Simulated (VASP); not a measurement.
## MnO (zincblende type): relaxation of cell and atoms with PBE

The system is MnO (zincblende type).

```xyz
2
Lattice="0.0000 2.2323 2.2323 2.2323 0.0000 2.2323 2.2323 2.2323 0.0000" Properties=species:S:1:pos:R:3 pbc="T T T"
Mn    0.0000    0.0000    0.0000
O     1.1161    1.1161    1.1161
```

* Program: VASP 6.6.1
* Task: relaxation of cell and atoms
* Functional: PBE
* Potentials or basis: VASP PAW PBE potentials, release 64 (Mn_pv, O)
* Cutoff: 600 eV
* k mesh: 14 × 14 × 14
* Occupations: fermi-dirac, width 0.05 eV
* Spin: collinear spin, ferromagnetic start
* Starting moments: [4.0, 0.0] μB
* Dipole correction: no
* Further INCAR settings: ALGO = Normal; EDIFF = 1e-06; IBRION = 2; EDIFFG = -0.005; NSW = 100; ISIF = 3

- Relaxed volume: 13.86 Å³/atom
- Relaxed cell: a = 3.397 Å, b = 3.397 Å, c = 3.397 Å, α = 60.00°, β = 60.00°, γ = 60.00°
- Space group after relaxing (to 0.1 Å): F-43m (No. 216)
- Energy gained by relaxing: 175.9 meV/atom
- Ionic steps: 4
- Pressure after relaxing: 0.1 GPa
- Band gap on the k mesh: zero (filled and empty bands overlap)
- Net moment: 5.00 μB per cell
- Site moments: Mn +4.43; O +0.19 μB
- Valence electrons inside the program's atomic spheres: Mn 11.37; O 4.99

Step by step:
```
step  energy change (eV)  largest force (eV/Å)  pressure (GPa)  volume (Å³)
   1              0.0000                0.0000           22.00        22.25
   2             -0.3513                0.0000            0.86        27.54
   3             -0.3517                0.0000           -0.32        27.83
   4             -0.3518                0.0000            0.06        27.71
```

Final structure:
```cif
data_structure
_symmetry_space_group_name_H-M 'P 1'
_symmetry_Int_Tables_number 1
_cell_length_a 3.3968
_cell_length_b 3.3968
_cell_length_c 3.3968
_cell_angle_alpha 60.000
_cell_angle_beta 60.000
_cell_angle_gamma 60.000
_cell_volume 27.71
loop_
_atom_site_label
_atom_site_type_symbol
_atom_site_fract_x
_atom_site_fract_y
_atom_site_fract_z
_atom_site_occupancy
Mn1 Mn 0.00000 0.00000 0.00000 1
O1 O 0.25000 0.25000 0.25000 1
```

Levels at points of the mesh, in eV from the Fermi level:
Spin up:
| k point | band 10 | band 11 | band 12 | band 13 | band 14 | band 15 |
| --- | --- | --- | --- | --- | --- | --- |
| (0.00, 0.00, 0.00) | -1.46 | 0.00 | 0.00 | 0.00 | 11.96 | 11.96 |
| (0.50, 0.00, 0.00) | -2.53 | -0.82 | -0.82 | 3.84 | 5.12 | 11.44 |
| (0.50, 0.50, 0.00) | -2.09 | -1.80 | -1.80 | 3.70 | 7.71 | 9.33 |
Spin down:
```csv
k point,band 4,band 5,band 6,band 7,band 8,band 9,band 10,band 11
"(0.00, 0.00, 0.00)",-19.14,-4.64,-4.64,-4.64,-0.04,1.53,1.53,3.37
"(0.50, 0.00, 0.00)",-18.71,-5.95,-4.46,-4.46,1.36,1.68,1.68,2.70
"(0.50, 0.50, 0.00)",-18.58,-5.97,-4.36,-4.36,0.23,1.60,2.00,2.28
```

Wall time 5.9 min on 1 thread of Intel Xeon 8259CL, with other jobs on the host, peak memory 0.23 GiB.

Caveat: the volume moved by over 15 % at a fixed basis, so the end points are rough; a cell with one magnetic atom can't hold antiferromagnetic order, which such compounds often take; semilocal functionals often make such compounds metallic where correlation or magnetic order opens a gap, which also shifts bond lengths. With open d or f shells a metallic result of PBE can be an artefact of self-interaction; +U or a hybrid may open a gap.
